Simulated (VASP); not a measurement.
# HC10 in VASP: further runs, part 2 of 2

VASP 6.6.1. The steps go on from the part before.

## Step 3: Single point, PBE+D3(BJ)

Input file INCAR:

```
PREC     = Accurate       # precision mode
ENCUT    = 520            # plane-wave cutoff, eV
EDIFF    = 1E-6           # SCF threshold, eV
ISMEAR   = 0              # smearing method
SIGMA    = 0.1            # smearing width, eV
LREAL    = False          # projectors in reciprocal space
LASPH    = True           # aspherical terms in the spheres
NELM     = 100            # most SCF steps
ALGO     = Normal         # electronic algorithm
ISIF     = 2              # what is computed and relaxed
LWAVE    = False          # write WAVECAR
LCHARG   = True           # write CHGCAR
LDIPOL   = True         
IDIPOL   = 3            
DIPOL    = 0.5 0.5 0.483
GGA      = PE             # functional
IVDW     = 12             # dispersion correction
LELF     = True           # ELF
LVHAR    = True         
LVACPOTAV= True         
NBANDS   = 32             # bands
```

Input file KPOINTS:

```
Automatic mesh
0
Gamma
  12 12 1
```

Input file POSCAR:

```
HC10
1.0
    2.4649634496      0.0000000000      0.0000000000
   -1.2324817248      2.1347209668      0.0000000000
    0.0000000000      0.0000000000     32.4810787678
C H
10 1
Direct
    0.0000000000      0.0000000000      0.2616908206
    0.6666666667      0.3333333333      0.2616908157
    0.0000000000      0.0000000000      0.3654518341
    0.3333333333      0.6666666667      0.3654518293
    0.0000000000      0.0000000000      0.4691377933
    0.6666666667      0.3333333333      0.4689489836
    0.0000000000      0.0000000000      0.5631481623
    0.3333333333      0.6666666667      0.5712330358
    0.0000000000      0.0000000000      0.6869197899
    0.6666666667      0.3333333333      0.6869044637
    0.3333333333      0.6666666667      0.6071090555
```

Potentials or basis: VASP PAW PBE potentials, release 64 (C, H).

Launch:

```
> cat potpaw_PBE.64/C/POTCAR potpaw_PBE.64/H/POTCAR > POTCAR
> mpirun -np 1 vasp_std > vasp.out
```

OUTCAR:

```text
PREC = Accurate
   ENCUT = 520
   EDIFF = 1E-6
   ISMEAR = 0
   LREAL = False
   LASPH = True
   NELM = 100
   ISIF = 2
   GGA = PE
   IVDW = 12
 IVDW          = 12

 ion  position               nearest neighbor table
   1  0.000  0.000  0.262-   2 1.42   2 1.42   2 1.42
   2  0.667  0.333  0.262-   1 1.42   1 1.42   1 1.42
   3  0.000  0.000  0.365-   4 1.42   4 1.42   4 1.42
   4  0.333  0.667  0.365-   3 1.42   3 1.42   3 1.42
   5  0.000  0.000  0.469-   6 1.42   6 1.42   6 1.42
   6  0.667  0.333  0.469-   5 1.42   5 1.42   5 1.42
   7  0.000  0.000  0.563-   8 1.45   8 1.45   8 1.45
   8  0.333  0.667  0.571-  11 1.17   7 1.45   7 1.45   7 1.45
   9  0.000  0.000  0.687-  10 1.42  10 1.42  10 1.42
  10  0.667  0.333  0.687-   9 1.42   9 1.42   9 1.42
  11  0.333  0.667  0.607-   8 1.17

  LATTYP: Found a hexagonal cell.
 ALAT       =     2.4649634496
 C/A-ratio  =    13.1771036090

  Lattice vectors:

 A1 = (   2.4649634496,   0.0000000000,   0.0000000000)
 A2 = (  -1.2324817248,   2.1347209668,   0.0000000000)
 A3 = (   0.0000000000,   0.0000000000,  32.4810787678)

Analysis of symmetry for initial positions (statically):
=====================================================================
 Subroutine PRICEL returns:
 Original cell was already a primitive cell.

 Routine SETGRP: Setting up the symmetry group for a
 hexagonal supercell.

 Subroutine GETGRP returns: Found  6 space group operations
 (whereof  6 operations were pure point group operations)
 out of a pool of 24 trial point group operations.

The static configuration has the point symmetry C_3v.

Analysis of symmetry for dynamics (positions and initial velocities):
=====================================================================
 Subroutine PRICEL returns:
 Original cell was already a primitive cell.

 Routine SETGRP: Setting up the symmetry group for a
 hexagonal supercell.

 Subroutine GETGRP returns: Found  6 space group operations
 (whereof  6 operations were pure point group operations)
 out of a pool of 24 trial point group operations.

The dynamic configuration has the point symmetry C_3v.

 Subroutine INISYM returns: Found  6 space group operations
 (whereof  6 operations are pure point group operations),
 and found     1 'primitive' translations

----------------------------------------------------------------------------------------

                                     Primitive cell

  volume of cell :     170.9157

  direct lattice vectors                    reciprocal lattice vectors
     2.464963450  0.000000000  0.000000000     0.405685529  0.234222649  0.000000000
    -1.232481725  2.134720967  0.000000000     0.000000000  0.468445298  0.000000000
     0.000000000  0.000000000 32.481078768     0.000000000  0.000000000  0.030787155

  length of vectors
     2.464963450  2.464963450 32.481078768     0.468445298  0.468445298  0.030787155

  position of ions in fractional coordinates (direct lattice)
     0.000000000  0.000000000  0.261690821
     0.666666667  0.333333333  0.261690816
     0.000000000  0.000000000  0.365451834
     0.333333333  0.666666667  0.365451829
     0.000000000  0.000000000  0.469137793
     0.666666667  0.333333333  0.468948984
     0.000000000  0.000000000  0.563148162
[... 71 lines left out ...]
   ions per type =              10   1
   NGX,Y,Z   is equivalent  to a cutoff of  12.14, 12.14, 12.80 a.u.
   NGXF,Y,Z  is equivalent  to a cutoff of  24.28, 24.28, 25.59 a.u.
 SYSTEM =  unknown system
   PREC   = accura    normal or accurate (medium, high low for compatibility)
   ISTART =      0    job   : 0-new  1-cont  2-samecut
   ICHARG =      2    charge: 1-file 2-atom 10-const
   ISPIN  =      1    spin polarized calculation?
   LNONCOLLINEAR =      F non collinear calculations
   LSORBIT =      F    spin-orbit coupling
   LASPH  =      T    aspherical Exc in radial PAW
   ENCUT  =  520.0 eV  38.22 Ry    6.18 a.u.   4.58  4.58 60.39*2*pi/ulx,y,z
   NELM   =    100;   NELMIN=  2; NELMDL= -5     # of ELM steps
   EDIFF  = 0.1E-05   stopping-criterion for ELM
   LREAL  =      F    real-space projection
   EDIFFG = 0.1E-04   stopping-criterion for IOM
   NSW    =      0    number of steps for IOM
   IBRION =     -1    ionic relax: 0-MD 1-quasi-New 2-CG
   NFREE  =      0    steps in history (QN), initial steepest desc. (CG)
   ISIF   =      2    stress and relaxation
   ISYM   =      2    0-nonsym 1-usesym 2-fastsym
   POTIM  = 0.5000    time-step for ionic-motion
   TEBEG  =    0.0;   TEEND  =   0.0 temperature during run
   PSTRESS=    0.0 pullay stress
   NELECT =      41.0000    total number of electrons
   NUPDOWN=      -1.0000    fix difference up-down
   EMIN   =  10.00;   EMAX   =-10.00  energy-range for DOS
   EFERMI =   0.00;   METHOD = LEGACY
   ISMEAR =     0;   SIGMA  =   0.10  broadening in eV -4-tet -1-fermi 0-gaus
   EFERMI_NEDOS =   21; number of points for ismear=-14 and -15
   IALGO  =     38    algorithm
   IMIX   =      4    mixing-type and parameters
     AMIX     =   0.40;   BMIX     =  1.00
     AMIX_MAG =   1.60;   BMIX_MAG =  1.00
  volume/ion in A,a.u.               =      15.54       104.85
  Fermi-wavevector in a.u.,A,eV,Ry     =   1.017206  1.922240 14.078048  1.034707
  Thomas-Fermi vector in A             =   2.150593
   LORBIT       =      0    0 simple, 1 ext, 2 COOP (PROOUT), +10 PAW based schemes
   GGA     = PE    functional components
   LHFCALC =     F    Hartree Fock is set to
   AEXX    =    0.0000 exact exchange contribution
   IVDW    =    12    specifies the selected vdW correction
   LEPSILON=     F    determine dielectric tensor
   LRPA    =     F    only Hartree local field effects (RPA)
 non-spin polarized calculation
 Gauss-broadening in eV      SIGMA  =   0.10
  energy-cutoff  :      520.00
  volume of cell :      170.92
 maximum number of plane-waves:      4670
   NGX =  9   NGY =  9   NGZ =121

 dipolmoment           0.000000      0.000000      0.408838 electrons x Angstroem

 number of electron      40.9999989 magnetization

 dipolmoment           0.000000      0.000000     -0.011705 electrons x Angstroem

 Free energy of the ion-electron system (eV)
  ---------------------------------------------------
  ext. energy  EPLUGINS =         0.00000000
  ---------------------------------------------------
  free energy    TOTEN  =       -93.57964111 eV

  energy without entropy =      -93.57104564  energy(sigma->0) =      -93.57534337

 E-fermi :   0.6935     XC(G=0):  -5.7834

 val. band max:        0.6866723721   @ k =   0.3333   0.3333   0.0000
 cond. band min:       0.7061668736   @ k =   0.1667  -0.0000   0.0000
 fundamental gap:      0.0194945015
 Fermi energy:         0.6935307227

 k-point     1 :       0.0000    0.0000    0.0000
  band No.  band energies     occupation
      1     -19.6928      2.00000
      2     -19.3257      2.00000
      3     -18.9302      2.00000
      4     -18.8426      2.00000
      5     -18.7227      2.00000
      6      -9.9412      2.00000
[... 654 lines left out ...]
     31      11.5221      0.00000
     32      11.9731      0.00000

------------------------ aborting loop because EDIFF is reached ----------------------------------------

 Edisp (eV)   -1.46631

 E8    (eV) :    -0.4170

  FORCE on cell =-STRESS in cart. coord.  units (eV):
  Direction    XX          YY          ZZ          XY          YZ          ZX
  --------------------------------------------------------------------------------------
  -------------------------------------------------------------------------------------
  Total       3.52600     3.52600    -0.06843     0.00000     0.00000     0.00000
  in kB      33.05304    33.05304    -0.64148     0.00000     0.00000     0.00000
  external pressure =       21.82 kB  Pullay stress =        0.00 kB

 VOLUME and BASIS-vectors are now :
 -----------------------------------------------------------------------------
  energy-cutoff  :      520.00
  volume of cell :      170.92
      direct lattice vectors                 reciprocal lattice vectors
     2.464963450  0.000000000  0.000000000     0.405685529  0.234222649  0.000000000
    -1.232481725  2.134720967  0.000000000     0.000000000  0.468445298  0.000000000
     0.000000000  0.000000000 32.481078768     0.000000000  0.000000000  0.030787155

 POSITION                                       TOTAL-FORCE (eV/Angst)
 -----------------------------------------------------------------------------------
      0.00000      0.00000      8.50000        -0.000000      0.000000      0.011567
      1.23248      0.71157      8.50000         0.000000     -0.000000     -0.011691
      0.00000      0.00000     11.87027         0.000000     -0.000000     -0.004151
     -0.00000      1.42315     11.87027        -0.000000     -0.000000      0.005452
      0.00000      0.00000     15.23810        -0.000000      0.000000      0.001511
      1.23248      0.71157     15.23197        -0.000000      0.000000      0.000619
      0.00000      0.00000     18.29166         0.000000      0.000000     -0.001073
     -0.00000      1.42315     18.55427        -0.000000      0.000000     -0.021768
      0.00000      0.00000     22.31190         0.000000     -0.000000      0.000182
      1.23248      0.71157     22.31140        -0.000000      0.000000     -0.001421
     -0.00000      1.42315     19.71956        -0.000000      0.000000      0.020773
 -----------------------------------------------------------------------------------
    total drift:                                0.000000      0.000000      0.000050

  FREE ENERGIE OF THE ION-ELECTRON SYSTEM (eV)
  ---------------------------------------------------
  free  energy   TOTEN  =       -95.0459524922 eV

  energy  without entropy=      -95.0373570217  energy(sigma->0) =      -95.04165476

 vacuum level on the upper side and lower side of the slab         4.544         4.944
```

Run time: 5 min. Hardware: 1 thread of Intel Xeon 6975P-C, shared host; peak memory 0.31 GiB.

What came out:

| Property | Result |
| --- | --- |
| Free energy | -95.0460 eV |
| Largest force | 0.022 eV/Å |
| Dispersion energy per atom | -0.133 eV |

Forces in eV/Å, atoms in the order of the input:
```
C    0.000  0.000  0.012
C    0.000  0.000 -0.012
C    0.000  0.000 -0.004
C    0.000  0.000  0.005
C    0.000  0.000  0.002
C    0.000  0.000  0.001
C    0.000  0.000 -0.001
C    0.000  0.000 -0.022
C    0.000  0.000  0.000
C    0.000  0.000 -0.001
H    0.000  0.000  0.021
```
